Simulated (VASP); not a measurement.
# MgS (Niningerite) (Fm-3m) in VASP: a series of runs

The runs below take MgS (Niningerite) through single point, with PBE.

All numbers are computed with VASP 6.6.1; they aren't measurements. Logs are shortened: lines on timing, memory, paths and dates and some standing lists are left out, and cuts for length are marked.

## (1) The cell of the first run

The structure is cubic, space group Fm-3m (No. 225). The conventional cell has a = 5.203 Å, b = 5.203 Å, c = 5.203 Å, α = 90.00°, β = 90.00°, γ = 90.00°. S (site symmetry m-3m) has 6 Mg at 2.60 Å within 3.4 Å. Mg (site symmetry m-3m) has 6 S at 2.60 Å within 3.4 Å.

## (2) Single point, PBE

Contents of INCAR:

```
SYSTEM = MgS
  PREC = Accurate
  ENCUT = 520
  EDIFF = 1E-6
  ISMEAR = 0
  SIGMA = 0.024
  LREAL = .False.
  LASPH = .True.
  NELM = 100
  ALGO = Normal
  ISIF = 2
  LWAVE = .False.
  LCHARG = .False.
  GGA = PE
  NBANDS = 11
```

Contents of KPOINTS:

```
regular mesh
0
Gamma
  9 9 9
  0 0 0
```

Contents of POSCAR:

```
MgS
1.0
    0.0000000000      2.6016500000      2.6016500000
    2.6016500000      0.0000000000      2.6016500000
    2.6016500000      2.6016500000      0.0000000000
S Mg
1 1
Direct
    0.5000000000      0.5000000000      0.5000000000
    0.0000000000      0.0000000000      0.0000000000
```

Potentials or basis: VASP PAW PBE potentials, release 64 (S, Mg).

On the command line:

```bash
> cat potpaw_PBE.64/S/POTCAR potpaw_PBE.64/Mg/POTCAR > POTCAR
> mpirun -np 1 vasp_std > vasp.out
```

OUTCAR:

```text
SYSTEM = MgS
   PREC = Accurate
   ENCUT = 520
   EDIFF = 1E-6
   ISMEAR = 0
   LREAL = .False.
   LASPH = .True.
   NELM = 100
   ISIF = 2
   GGA = PE

 ion  position               nearest neighbor table
   1  0.500  0.500  0.500-   2 2.60   2 2.60   2 2.60   2 2.60   2 2.60   2 2.60
   2  0.000  0.000  0.000-   1 2.60   1 2.60   1 2.60   1 2.60   1 2.60   1 2.60

  LATTYP: Found a face centered cubic cell.
 ALAT       =     5.2033000000

  Lattice vectors:

 A1 = (   0.0000000000,   2.6016500000,   2.6016500000)
 A2 = (   2.6016500000,   0.0000000000,   2.6016500000)
 A3 = (   2.6016500000,   2.6016500000,   0.0000000000)

Analysis of symmetry for initial positions (statically):
[... 33 lines left out ...]
                                     Primitive cell

  volume of cell :      35.2190

  direct lattice vectors                    reciprocal lattice vectors
     0.000000000  2.601650000  2.601650000    -0.192185728  0.192185728  0.192185728
     2.601650000  0.000000000  2.601650000     0.192185728 -0.192185728  0.192185728
     2.601650000  2.601650000  0.000000000     0.192185728  0.192185728 -0.192185728

  length of vectors
     3.679288715  3.679288715  3.679288715     0.332875446  0.332875446  0.332875446

  position of ions in fractional coordinates (direct lattice)
[... 8 lines left out ...]
----------------------------------------------------------------------------------------

 KPOINTS: regular mesh

Automatic generation of k-mesh.
 Grid dimensions read from file:
 generate k-points for:    9    9    9

 Generating k-lattice:

  Cartesian coordinates                     Fractional coordinates (reciprocal lattice)
    -0.021353970  0.021353970  0.021353970     0.111111111  0.000000000  0.000000000
     0.021353970 -0.021353970  0.021353970     0.000000000  0.111111111  0.000000000
     0.021353970  0.021353970 -0.021353970     0.000000000  0.000000000  0.111111111

  Length of vectors
     0.036986161  0.036986161  0.036986161

  Shift w.r.t. Gamma in fractional coordinates (k-lattice)
     0.000000000  0.000000000  0.000000000

 Subroutine IBZKPT returns following result:
 ===========================================

 Found     35 irreducible k-points:

 Following reciprocal coordinates:
            Coordinates               Weight
  0.000000  0.000000  0.000000      1.000000
  0.111111  0.000000  0.000000      8.000000
  0.222222  0.000000  0.000000      8.000000
  0.333333  0.000000  0.000000      8.000000
  0.444444  0.000000  0.000000      8.000000
  0.111111  0.111111  0.000000      6.000000
[... 16 lines left out ...]
 -0.333333  0.333333  0.000000     12.000000
  0.444444  0.444444  0.000000      6.000000
 [... further k-points ...]
   k-points           NKPTS =     35   k-points in BZ     NKDIM =     35   number of bands    NBANDS=     11
   number of dos      NEDOS =    301   number of ions     NIONS =      2
   total plane-waves  NPLWV =  21952
   dimension x,y,z NGX =    28 NGY =   28 NGZ =   28
   dimension x,y,z NGXF=    56 NGYF=   56 NGZF=   56
   ions per type =               1   1
   NGX,Y,Z   is equivalent  to a cutoff of  12.65, 12.65, 12.65 a.u.
   NGXF,Y,Z  is equivalent  to a cutoff of  25.30, 25.30, 25.30 a.u.
 SYSTEM =  MgS
   PREC   = accura    normal or accurate (medium, high low for compatibility)
   ISTART =      0    job   : 0-new  1-cont  2-samecut
   ICHARG =      2    charge: 1-file 2-atom 10-const
   ISPIN  =      1    spin polarized calculation?
   LNONCOLLINEAR =      F non collinear calculations
   LSORBIT =      F    spin-orbit coupling
   LASPH  =      T    aspherical Exc in radial PAW
   ENCUT  =  520.0 eV  38.22 Ry    6.18 a.u.   6.84  6.84  6.84*2*pi/ulx,y,z
   NELM   =    100;   NELMIN=  2; NELMDL= -5     # of ELM steps
   EDIFF  = 0.1E-05   stopping-criterion for ELM
   LREAL  =      F    real-space projection
   EDIFFG = 0.1E-04   stopping-criterion for IOM
   NSW    =      0    number of steps for IOM
   IBRION =     -1    ionic relax: 0-MD 1-quasi-New 2-CG
[... 8 lines left out ...]
   EMIN   =  10.00;   EMAX   =-10.00  energy-range for DOS
   EFERMI =   0.00;   METHOD = LEGACY
   ISMEAR =     0;   SIGMA  =   0.02  broadening in eV -4-tet -1-fermi 0-gaus
   EFERMI_NEDOS =   21; number of points for ismear=-14 and -15
   IALGO  =     38    algorithm
   IMIX   =      4    mixing-type and parameters
     AMIX     =   0.40;   BMIX     =  1.00
     AMIX_MAG =   1.60;   BMIX_MAG =  1.00
  volume/ion in A,a.u.               =      17.61       118.83
  Fermi-wavevector in a.u.,A,eV,Ry     =   0.998878  1.887606 13.575323  0.997758
  Thomas-Fermi vector in A             =   2.131131
   LORBIT       =      0    0 simple, 1 ext, 2 COOP (PROOUT), +10 PAW based schemes
   GGA     = PE    functional components
   LHFCALC =     F    Hartree Fock is set to
   AEXX    =    0.0000 exact exchange contribution
   IVDW    =     0    specifies the selected vdW correction
   LEPSILON=     F    determine dielectric tensor
   LRPA    =     F    only Hartree local field effects (RPA)
 non-spin polarized calculation
 Gauss-broadening in eV      SIGMA  =   0.02
  energy-cutoff  :      520.00
  volume of cell :       35.22
 maximum number of plane-waves:       958
   NGX = 13   NGY = 13   NGZ = 13

 number of electron       8.0000000 magnetization

 Free energy of the ion-electron system (eV)
  ---------------------------------------------------
  ext. energy  EPLUGINS =         0.00000000
  ---------------------------------------------------
  free energy    TOTEN  =        -8.50202859 eV

  energy without entropy =       -8.50202859  energy(sigma->0) =       -8.50202859

 E-fermi :   3.8946     XC(G=0):  -9.6883

 val. band max:        3.7250049857   @ k =   0.0000   0.0000   0.0000
 cond. band min:       6.6304625085   @ k =   0.4444   0.4444   0.0000
 fundamental gap:      2.9054575228
 Fermi energy:         3.8946176753

 k-point     1 :       0.0000    0.0000    0.0000
  band No.  band energies     occupation
      1      -8.9418      2.00000
      2       3.7250      2.00000
      3       3.7250      2.00000
      4       3.7250      2.00000
      5       7.4352      0.00000
      6      11.6798      0.00000
      7      11.6798      0.00000
      8      11.6798      0.00000
      9      14.0749      0.00000
     10      14.0749      0.00000
     11      16.2633      0.00000
[... 309 lines left out ...]
 k-point    24 :       0.4444    0.4444    0.0000
  band No.  band energies     occupation
      1      -7.3314      2.00000
      2      -0.3721      2.00000
      3       2.0815      2.00000
      4       2.0815      2.00000
      5       6.6305      0.00000
      6       8.1832      0.00000
      7      15.3721      0.00000
      8      16.4282      0.00000
      9      16.7273      0.00000
     10      16.7273      0.00000
     11      19.9795      0.00000

 [... further k-points ...]
[... 5 lines left out ...]
  --------------------------------------------------------------------------------------
  -------------------------------------------------------------------------------------
  Total        0.1887752      0.1887752      0.1887752      0.0000000      0.0000000     -0.0000000
  in kB        8.5877419      8.5877419      8.5877419      0.0000000      0.0000000     -0.0000000
  external PRESSURE =       8.5877419 kB  Pullay stress =       0.0000000 kB

 VOLUME and BASIS-vectors are now :
 -----------------------------------------------------------------------------
  energy-cutoff  :      520.00
  volume of cell :       35.22
      direct lattice vectors                 reciprocal lattice vectors
     0.000000000  2.601650000  2.601650000    -0.192185728  0.192185728  0.192185728
     2.601650000  0.000000000  2.601650000     0.192185728 -0.192185728  0.192185728
     2.601650000  2.601650000  0.000000000     0.192185728  0.192185728 -0.192185728

 POSITION                                       TOTAL-FORCE (eV/Angst)
 -----------------------------------------------------------------------------------
      2.60165      2.60165      2.60165        -0.000000     -0.000000      0.000000
      0.00000      0.00000      0.00000         0.000000      0.000000     -0.000000
 -----------------------------------------------------------------------------------
    total drift:                                0.000000      0.000000      0.000000

  FREE ENERGIE OF THE ION-ELECTRON SYSTEM (eV)
  ---------------------------------------------------
  free  energy   TOTEN  =        -8.5020285913 eV

  energy  without entropy=       -8.5020285913  energy(sigma->0) =       -8.50202859
```

stdout:

```text
POSCAR found type information on POSCAR S Mg
 POSCAR found :  2 types and       2 ions
 scaLAPACK will be used
 LDA part: xc-table for (Slater+PW92), standard interpolation
 POSCAR, INCAR and KPOINTS ok, starting setup
 FFT: planning ... GRIDC
 FFT: planning ... GRID_SOFT
 FFT: planning ... GRID
 WAVECAR not read
 entering main loop
```

It took 23 s on 1 thread of AMD EPYC 7R13, shared host; peak memory 0.13 GiB.

What came out:

| Property | Result |
| --- | --- |
| Free energy | -8.5020 eV |
| Pressure | 0.9 GPa |
| Band gap on the k mesh | 2.91 eV, indirect (least direct gap 3.71 eV) |

Levels at points of the mesh, in eV from the valence-band top:
| k point | band 1 | band 2 | band 3 | band 4 | band 5 | band 6 | band 7 | band 8 |
| --- | --- | --- | --- | --- | --- | --- | --- | --- |
| (0.00, 0.00, 0.00) | -12.67 | 0.00 | 0.00 | 0.00 | 3.71 | 7.95 | 7.95 | 7.95 |

A k mesh can miss the band edges. Expect the measured gap to be larger: semilocal functionals such as PBE lack the derivative discontinuity.

## (3) Single point, PBE

Contents of INCAR:

```
SYSTEM = MgS
PREC = Accurate
ENCUT = 520
EDIFF = 1E-6
ISMEAR = 0
SIGMA = 0.025
LREAL = .False.
LASPH = .True.
NELM = 60
ALGO = Normal
ISIF = 2
LWAVE = .False.
LCHARG = .False.
GGA = PE
NBANDS = 11
```

Contents of KPOINTS:

```
Automatic mesh
0
Gamma
  9 9 9
  0 0 0
```

POSCAR is that of step 2.

Potentials or basis: VASP PAW PBE potentials, release 64 (S, Mg).

On the command line:

```bash
> cat potpaw_PBE.64/S/POTCAR potpaw_PBE.64/Mg/POTCAR > POTCAR
> mpirun -np 1 vasp_std > vasp.out
```

OUTCAR:

```text
SYSTEM = MgS
   PREC = Accurate
   ENCUT = 520
   EDIFF = 1E-6
   ISMEAR = 0
   LREAL = .False.
   LASPH = .True.
   NELM = 60
   ISIF = 2
   GGA = PE

 ion  position               nearest neighbor table
   1  0.500  0.500  0.500-   2 2.60   2 2.60   2 2.60   2 2.60   2 2.60   2 2.60
   2  0.000  0.000  0.000-   1 2.60   1 2.60   1 2.60   1 2.60   1 2.60   1 2.60

  LATTYP: Found a face centered cubic cell.
 ALAT       =     5.2033000000

  Lattice vectors:

 A1 = (   0.0000000000,   2.6016500000,   2.6016500000)
 A2 = (   2.6016500000,   0.0000000000,   2.6016500000)
 A3 = (   2.6016500000,   2.6016500000,   0.0000000000)
[... 513 lines left out ...]
      8      16.4282      0.00000
      9      16.7273      0.00000
     10      16.7273      0.00000
     11      19.9795      0.00000

 [... further k-points ...]
[... 5 lines left out ...]
  --------------------------------------------------------------------------------------
  -------------------------------------------------------------------------------------
  Total        0.1887752      0.1887752      0.1887752      0.0000000      0.0000000     -0.0000000
  in kB        8.5877420      8.5877420      8.5877420      0.0000000      0.0000000     -0.0000000
  external PRESSURE =       8.5877420 kB  Pullay stress =       0.0000000 kB

 VOLUME and BASIS-vectors are now :
 -----------------------------------------------------------------------------
  energy-cutoff  :      520.00
  volume of cell :       35.22
      direct lattice vectors                 reciprocal lattice vectors
     0.000000000  2.601650000  2.601650000    -0.192185728  0.192185728  0.192185728
     2.601650000  0.000000000  2.601650000     0.192185728 -0.192185728  0.192185728
     2.601650000  2.601650000  0.000000000     0.192185728  0.192185728 -0.192185728

 POSITION                                       TOTAL-FORCE (eV/Angst)
 -----------------------------------------------------------------------------------
      2.60165      2.60165      2.60165         0.000000     -0.000000      0.000000
      0.00000      0.00000      0.00000        -0.000000      0.000000     -0.000000
 -----------------------------------------------------------------------------------
    total drift:                                0.000000      0.000000      0.000000

  FREE ENERGIE OF THE ION-ELECTRON SYSTEM (eV)
  ---------------------------------------------------
  free  energy   TOTEN  =        -8.5020285913 eV

  energy  without entropy=       -8.5020285913  energy(sigma->0) =       -8.50202859
```

OSZICAR:

```text
N       E                     dE             d eps       ncg     rms          rms(c)
DAV:   1     0.229630208280E+02    0.22963E+02   -0.36332E+03   802   0.600E+02
DAV:   2    -0.746788229715E+01   -0.30431E+02   -0.28431E+02  1012   0.977E+01
DAV:   3    -0.889913538003E+01   -0.14313E+01   -0.14289E+01   967   0.232E+01
DAV:   4    -0.890740483961E+01   -0.82695E-02   -0.82688E-02   908   0.214E+00
DAV:   5    -0.890748021861E+01   -0.75379E-04   -0.75378E-04   941   0.199E-01    0.441E+00
DAV:   6    -0.854232076802E+01    0.36516E+00   -0.78894E-01   869   0.350E+00    0.345E+00
DAV:   7    -0.850216745109E+01    0.40153E-01   -0.21658E-01   926   0.202E+00    0.227E+00
DAV:   8    -0.850228292650E+01   -0.11548E-03   -0.14805E-02   827   0.735E-01    0.979E-01
DAV:   9    -0.850201448552E+01    0.26844E-03   -0.74512E-04   851   0.160E-01    0.343E-01
DAV:  10    -0.850203172419E+01   -0.17239E-04   -0.20699E-04   900   0.667E-02    0.418E-02
DAV:  11    -0.850202870799E+01    0.30162E-05   -0.19068E-05   889   0.191E-02    0.200E-02
DAV:  12    -0.850202859130E+01    0.11669E-06   -0.63017E-07   514   0.501E-03
   1 F= -.85020286E+01 E0= -.85020286E+01  d E =-.593406E-24
```

stdout:

```text
POSCAR found type information on POSCAR S Mg
 POSCAR found :  2 types and       2 ions
 scaLAPACK will be used
 LDA part: xc-table for (Slater+PW92), standard interpolation
 POSCAR, INCAR and KPOINTS ok, starting setup
 FFT: planning ... GRIDC
 FFT: planning ... GRID_SOFT
 FFT: planning ... GRID
 WAVECAR not read
 entering main loop
```

Wall time 18 s (1 thread of AMD EPYC 7R13, shared host); peak memory 0.13 GiB.

Results:

| Property | Result |
| --- | --- |
| Free energy | -8.5020 eV |
| Pressure | 0.9 GPa |
| Band gap on the k mesh | 2.91 eV, indirect (least direct gap 3.71 eV) |

A k mesh can miss the band edges. A hybrid or GW would open this gap; PBE tends to underestimate it.
